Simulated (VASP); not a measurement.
# Ba: single point with PBE

Crystal: Ba.

```
Ba
1.0
     0.00000    3.23267    3.23267
     3.23267    0.00000    3.23267
     3.23267    3.23267    0.00000
Ba
1
Cartesian
  0.0000 0.0000 0.0000
```

- Program: VASP 6.6.1
- Task: single point
- Functional: PBE
- Potentials or basis: VASP PAW PBE potentials, release 64 (Ba_sv)
- Cutoff: 520 eV
- k mesh: 14 × 14 × 14
- Occupations: gaussian, width 0.15 eV
- Spin: no spin polarisation

```
Pressure               : -0.4 GPa
Band gap on the k mesh : zero (band 5 reaches 1.52 eV, above the bottom of band 6 at 1.34 eV)
```

Levels at points of the mesh, in eV from the Fermi level:
| k point | band 1 | band 2 | band 3 | band 4 | band 5 | band 6 | band 7 | band 8 | band 9 | band 10 |
| --- | --- | --- | --- | --- | --- | --- | --- | --- | --- | --- |
| (0.00, 0.00, 0.00) | -29.04 | -14.03 | -14.03 | -14.03 | -2.77 | 1.68 | 1.68 | 1.68 | 3.12 | 3.12 |
| (0.50, 0.00, 0.00) | -29.01 | -14.40 | -14.08 | -14.08 | -0.95 | 0.85 | 1.55 | 1.55 | 4.21 | 4.21 |
| (0.50, 0.50, 0.00) | -29.00 | -14.37 | -14.16 | -14.16 | -0.76 | -0.13 | 1.79 | 4.23 | 4.54 | 4.55 |

It took 2 min on 1 thread of AMD EPYC 7R13 (shared host), peak memory 0.22 GiB.

Caveat: spin-orbit coupling is left out, which moves the levels of the heavy elements.
